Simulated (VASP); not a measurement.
# CdS (P6_3mc) in VASP: single point with PBEsol

Aim: the single point of CdS with PBEsol.

All numbers are computed with VASP 6.6.1; they aren't measurements. Logs are shortened: lines on timing, memory, paths and dates and some standing lists are left out, and cuts for length are marked.

**1. The cell of the first run**

It takes space group P6_3mc (No. 186, hexagonal). The conventional cell has a = 4.124 Å, b = 4.124 Å, c = 6.710 Å, α = 90.00°, β = 90.00°, γ = 120.00°. Cd (site symmetry 3m) has 4 S at 2.52 to 2.53 Å within 3.3 Å. S (site symmetry 3m) has 4 Cd at 2.52 to 2.53 Å within 3.3 Å.

**2. Single point, PBEsol**

INCAR reads:

```
PREC = Accurate
ENCUT = 520
EDIFF = 1E-6
ISMEAR = -1
SIGMA = 0.08
LREAL = F
LASPH = T
NELM = 80
ALGO = Normal
ISIF = 2
LWAVE = F
LCHARG = T
GGA = PS
LELF = T
LVHAR = T
NBANDS = 26
```

KPOINTS reads:

```
regular mesh
0
Gamma
  10 10 6
```

POSCAR reads:

```
CdS
1.0
    4.1238575837      0.0000000000      0.0000000000
   -2.0619287918      3.5713654290      0.0000000000
    0.0000000000      0.0000000000      6.7096908727
Cd S
2 2
Direct
    0.3333333333      0.6666666667     -0.0007769969
    0.6666666667      0.3333333333      0.4992230031
    0.3333333333      0.6666666667      0.3757769969
    0.6666666667      0.3333333333      0.8757769969
```

Potentials or basis: VASP PAW PBE potentials, release 64 (Cd, S).

Command:

```console
cat potpaw_PBE.64/Cd/POTCAR potpaw_PBE.64/S/POTCAR > POTCAR
mpirun -np 1 vasp_std > vasp.out
```

OUTCAR:

```text
PREC = Accurate
   ENCUT = 520
   EDIFF = 1E-6
   ISMEAR = -1
   LREAL = F
   LASPH = T
   NELM = 80
   ISIF = 2
   GGA = PS

 ion  position               nearest neighbor table
   1  0.333  0.667  0.999-   4 2.52   4 2.52   4 2.52   3 2.53
   2  0.667  0.333  0.499-   3 2.52   3 2.52   3 2.52   4 2.53
   3  0.333  0.667  0.376-   2 2.52   2 2.52   2 2.52   1 2.53
   4  0.667  0.333  0.876-   1 2.52   1 2.52   1 2.52   2 2.53

  LATTYP: Found a hexagonal cell.
 ALAT       =     4.1238575837
 C/A-ratio  =     1.6270423351

  Lattice vectors:

 A1 = (   4.1238575837,   0.0000000000,   0.0000000000)
 A2 = (  -2.0619287918,   3.5713654290,   0.0000000000)
 A3 = (   0.0000000000,   0.0000000000,   6.7096908727)

Analysis of symmetry for initial positions (statically):
=====================================================================
 Subroutine PRICEL returns:
 Original cell was already a primitive cell.

 Routine SETGRP: Setting up the symmetry group for a
 hexagonal supercell.

 Subroutine GETGRP returns: Found 12 space group operations
 (whereof  6 operations were pure point group operations)
 out of a pool of 24 trial point group operations.

The static configuration has the point symmetry C_3v.
 The point group associated with its full space group is C_6v.

Analysis of symmetry for dynamics (positions and initial velocities):
=====================================================================
 Subroutine PRICEL returns:
 Original cell was already a primitive cell.

 Routine SETGRP: Setting up the symmetry group for a
 hexagonal supercell.

 Subroutine GETGRP returns: Found 12 space group operations
 (whereof  6 operations were pure point group operations)
 out of a pool of 24 trial point group operations.

The dynamic configuration has the point symmetry C_3v.
 The point group associated with its full space group is C_6v.

 Subroutine INISYM returns: Found 12 space group operations
 (whereof  6 operations are pure point group operations),
 and found     1 'primitive' translations

----------------------------------------------------------------------------------------

                                     Primitive cell

  volume of cell :      98.8190

  direct lattice vectors                    reciprocal lattice vectors
     4.123857584  0.000000000  0.000000000     0.242491400  0.140002475  0.000000000
    -2.061928792  3.571365429  0.000000000     0.000000000  0.280004950  0.000000000
     0.000000000  0.000000000  6.709690873     0.000000000  0.000000000  0.149038163

  length of vectors
     4.123857584  4.123857584  6.709690873     0.280004950  0.280004950  0.149038163

  position of ions in fractional coordinates (direct lattice)
     0.333333333  0.666666667  0.999223003
     0.666666667  0.333333333  0.499223003
     0.333333333  0.666666667  0.375776997
     0.666666667  0.333333333  0.875776997

  ion indices of the primitive-cell ions
   primitive index   ion index
                 1           1
                 2           2
                 3           3
                 4           4

----------------------------------------------------------------------------------------

 KPOINTS: regular mesh

Automatic generation of k-mesh.
 Grid dimensions read from file:
 generate k-points for:   10   10    6

 Generating k-lattice:

  Cartesian coordinates                     Fractional coordinates (reciprocal lattice)
     0.024249140  0.014000248  0.000000000     0.100000000  0.000000000  0.000000000
     0.000000000  0.028000495  0.000000000     0.000000000  0.100000000  0.000000000
     0.000000000  0.000000000  0.024839694     0.000000000  0.000000000  0.166666667

  Length of vectors
     0.028000495  0.028000495  0.024839694

  Shift w.r.t. Gamma in fractional coordinates (k-lattice)
     0.000000000  0.000000000  0.000000000

 Subroutine IBZKPT returns following result:
 ===========================================

 Found     56 irreducible k-points:

 Following reciprocal coordinates:
            Coordinates               Weight
  0.000000  0.000000  0.000000      1.000000
  0.100000  0.000000  0.000000      6.000000
  0.200000  0.000000  0.000000      6.000000
  0.300000 -0.000000  0.000000      6.000000
  0.400000  0.000000  0.000000      6.000000
  0.500000  0.000000  0.000000      3.000000
[... 16 lines left out ...]
  0.300000  0.100000  0.166667     24.000000
  0.400000  0.100000  0.166667     24.000000
 [... further k-points ...]
   k-points           NKPTS =     56   k-points in BZ     NKDIM =     56   number of bands    NBANDS=     26
   number of dos      NEDOS =    301   number of ions     NIONS =      4
   total plane-waves  NPLWV =  51200
   dimension x,y,z NGX =    32 NGY =   32 NGZ =   50
   dimension x,y,z NGXF=    64 NGYF=   64 NGZF=  100
   ions per type =               2   2
   NGX,Y,Z   is equivalent  to a cutoff of  12.90, 12.90, 12.39 a.u.
   NGXF,Y,Z  is equivalent  to a cutoff of  25.80, 25.80, 24.78 a.u.
 SYSTEM =  unknown system
   PREC   = accura    normal or accurate (medium, high low for compatibility)
   ISTART =      0    job   : 0-new  1-cont  2-samecut
   ICHARG =      2    charge: 1-file 2-atom 10-const
   ISPIN  =      1    spin polarized calculation?
   LNONCOLLINEAR =      F non collinear calculations
   LSORBIT =      F    spin-orbit coupling
   LASPH  =      T    aspherical Exc in radial PAW
   ENCUT  =  520.0 eV  38.22 Ry    6.18 a.u.   7.67  7.67 12.48*2*pi/ulx,y,z
   NELM   =     80;   NELMIN=  2; NELMDL= -5     # of ELM steps
   EDIFF  = 0.1E-05   stopping-criterion for ELM
   LREAL  =      F    real-space projection
   EDIFFG = 0.1E-04   stopping-criterion for IOM
   NSW    =      0    number of steps for IOM
   IBRION =     -1    ionic relax: 0-MD 1-quasi-New 2-CG
   NFREE  =      0    steps in history (QN), initial steepest desc. (CG)
   ISIF   =      2    stress and relaxation
   ISYM   =      2    0-nonsym 1-usesym 2-fastsym
   POTIM  = 0.5000    time-step for ionic-motion
   TEBEG  =    0.0;   TEEND  =   0.0 temperature during run
   PSTRESS=    0.0 pullay stress
   NELECT =      36.0000    total number of electrons
   NUPDOWN=      -1.0000    fix difference up-down
   EMIN   =  10.00;   EMAX   =-10.00  energy-range for DOS
   EFERMI =   0.00;   METHOD = LEGACY
   ISMEAR =    -1;   SIGMA  =   0.08  broadening in eV -4-tet -1-fermi 0-gaus
   EFERMI_NEDOS =   21; number of points for ismear=-14 and -15
   IALGO  =     38    algorithm
   IMIX   =      4    mixing-type and parameters
     AMIX     =   0.40;   BMIX     =  1.00
     AMIX_MAG =   1.60;   BMIX_MAG =  1.00
  volume/ion in A,a.u.               =      24.70       166.72
  Fermi-wavevector in a.u.,A,eV,Ry     =   1.169218  2.209502 18.600128  1.367071
  Thomas-Fermi vector in A             =   2.305694
   LORBIT       =      0    0 simple, 1 ext, 2 COOP (PROOUT), +10 PAW based schemes
   GGA     = PS    functional components
   LHFCALC =     F    Hartree Fock is set to
   AEXX    =    0.0000 exact exchange contribution
   IVDW    =     0    specifies the selected vdW correction
   LEPSILON=     F    determine dielectric tensor
   LRPA    =     F    only Hartree local field effects (RPA)
 non-spin polarized calculation
  energy-cutoff  :      520.00
  volume of cell :       98.82
 maximum number of plane-waves:      2695
 NGX is ok and might be reduce to    32
   NGX = 15   NGY = 15   NGZ = 25

 number of electron      35.9999995 magnetization

 Free energy of the ion-electron system (eV)
  ---------------------------------------------------
  ext. energy  EPLUGINS =         0.00000000
  ---------------------------------------------------
  free energy    TOTEN  =       -13.63298735 eV

  energy without entropy =      -13.63296975  energy(sigma->0) =      -13.63297855

 E-fermi :   1.8975     XC(G=0):  -9.3903

 val. band max:        1.2457315469   @ k =   0.0000   0.0000   0.0000
 cond. band min:       2.3429582410   @ k =   0.0000   0.0000   0.0000
 fundamental gap:      1.0972266941
 Fermi energy:         1.8975187010

 k-point     1 :       0.0000    0.0000    0.0000
  band No.  band energies     occupation
      1     -11.1685      2.00000
      2     -10.7188      2.00000
      3      -6.4780      2.00000
      4      -6.4710      2.00000
      5      -6.4710      2.00000
      6      -6.3847      2.00000
[... 18 lines left out ...]
     25       8.7499      0.00000
     26       8.8420      0.00000

 k-point     2 :       0.1000    0.0000    0.0000
  band No.  band energies     occupation
      1     -11.1312      2.00000
      2     -10.7023      2.00000
      3      -6.4679      2.00000
      4      -6.4556      2.00000
      5      -6.4435      2.00000
      6      -6.3679      2.00000
[... 18 lines left out ...]
     25       8.7481      0.00000
     26       8.9722      0.00000

 k-point     3 :       0.2000    0.0000    0.0000
  band No.  band energies     occupation
      1     -11.0309      2.00000
      2     -10.6610      2.00000
      3      -6.4334      2.00000
      4      -6.4186      2.00000
      5      -6.3699      2.00000
      6      -6.3119      2.00000
[... 18 lines left out ...]
     25       8.8227      0.00000
     26       9.5674      0.00000

 k-point     4 :       0.3000   -0.0000    0.0000
  band No.  band energies     occupation
      1     -10.8993      2.00000
      2     -10.6166      2.00000
      3      -6.3992      2.00000
      4      -6.3818      2.00000
      5      -6.2751      2.00000
      6      -6.2368      2.00000
[... 18 lines left out ...]
     25       9.3980      0.00000
     26       9.7541      0.00000

 k-point     5 :       0.4000    0.0000    0.0000
  band No.  band energies     occupation
      1     -10.7813      2.00000
      2     -10.5918      2.00000
      3      -6.3804      2.00000
      4      -6.3608      2.00000
      5      -6.2055      2.00000
      6      -6.1820      2.00000
[... 18 lines left out ...]
     25       9.5695      0.00000
     26      10.6709      0.00000

 k-point     6 :       0.5000    0.0000    0.0000
  band No.  band energies     occupation
      1     -10.7296      2.00000
      2     -10.5889      2.00000
      3      -6.3758      2.00000
      4      -6.3549      2.00000
      5      -6.1646      2.00000
      6      -6.1619      2.00000
[... 427 lines left out ...]
 k-point    21 :       0.1000    0.1000    0.1667
  band No.  band energies     occupation
      1     -11.0351      2.00000
      2     -10.6976      2.00000
      3      -6.4333      2.00000
      4      -6.4253      2.00000
      5      -6.3844      2.00000
      6      -6.3453      2.00000
[... 18 lines left out ...]
     25       8.8988      0.00000
     26       9.2037      0.00000

 k-point    22 :       0.2000    0.1000    0.1667
  band No.  band energies     occupation
      1     -10.9232      2.00000
      2     -10.6497      2.00000
      3      -6.3975      2.00000
      4      -6.3910      2.00000
      5      -6.3057      2.00000
      6      -6.2847      2.00000
[... 18 lines left out ...]
     25       9.1178      0.00000
     26       9.7032      0.00000

 k-point    23 :       0.3000    0.1000    0.1667
  band No.  band energies     occupation
      1     -10.8028      2.00000
      2     -10.6100      2.00000
      3      -6.3751      2.00000
      4      -6.3614      2.00000
      5      -6.2445      2.00000
      6      -6.2163      2.00000
[... 18 lines left out ...]
     25       9.2698      0.00000
     26      10.0897      0.00000

 k-point    24 :       0.4000    0.1000    0.1667
  band No.  band energies     occupation
      1     -10.7182      2.00000
      2     -10.5957      2.00000
      3      -6.3693      2.00000
      4      -6.3447      2.00000
      5      -6.2062      2.00000
      6      -6.1783      2.00000
[... 18 lines left out ...]
     25       9.5101      0.00000
     26      10.8082      0.00000

 [... further k-points ...]
[... 5 lines left out ...]
  --------------------------------------------------------------------------------------
  -------------------------------------------------------------------------------------
  Total        0.2462584      0.2462584      0.2486091      0.0000000      0.0000000      0.0000000
  in kB        3.9926488      3.9926488      4.0307614      0.0000000      0.0000000      0.0000000
  external PRESSURE =       4.0053530 kB  Pullay stress =       0.0000000 kB

 VOLUME and BASIS-vectors are now :
 -----------------------------------------------------------------------------
  energy-cutoff  :      520.00
  volume of cell :       98.82
      direct lattice vectors                 reciprocal lattice vectors
     4.123857584  0.000000000  0.000000000     0.242491400  0.140002475  0.000000000
    -2.061928792  3.571365429  0.000000000     0.000000000  0.280004950  0.000000000
     0.000000000  0.000000000  6.709690873     0.000000000  0.000000000  0.149038163

 POSITION                                       TOTAL-FORCE (eV/Angst)
 -----------------------------------------------------------------------------------
     -0.00000      2.38091      6.70448        -0.000000     -0.000000      0.001179
      2.06193      1.19046      3.34963        -0.000000      0.000000      0.001179
     -0.00000      2.38091      2.52135        -0.000000      0.000000     -0.001179
      2.06193      1.19046      5.87619         0.000000      0.000000     -0.001179
 -----------------------------------------------------------------------------------
    total drift:                               -0.000000     -0.000000     -0.000186

  FREE ENERGIE OF THE ION-ELECTRON SYSTEM (eV)
  ---------------------------------------------------
  free  energy   TOTEN  =       -13.6329873507 eV

  energy  without entropy=      -13.6329697463  energy(sigma->0) =      -13.63297855
```

It took 3.1 min on 1 thread of Intel Xeon Platinum 8375C at 2.90GHz (Ice Lake), shared host; peak memory 0.29 GiB.

Results:

| Property | Result |
| --- | --- |
| Free energy | -13.6330 eV |
| Pressure | 0.4 GPa |
| Band gap on the k mesh | 1.10 eV |

Caveat: the PAW data sets were made with another functional, which shifts forces and pressure a little.
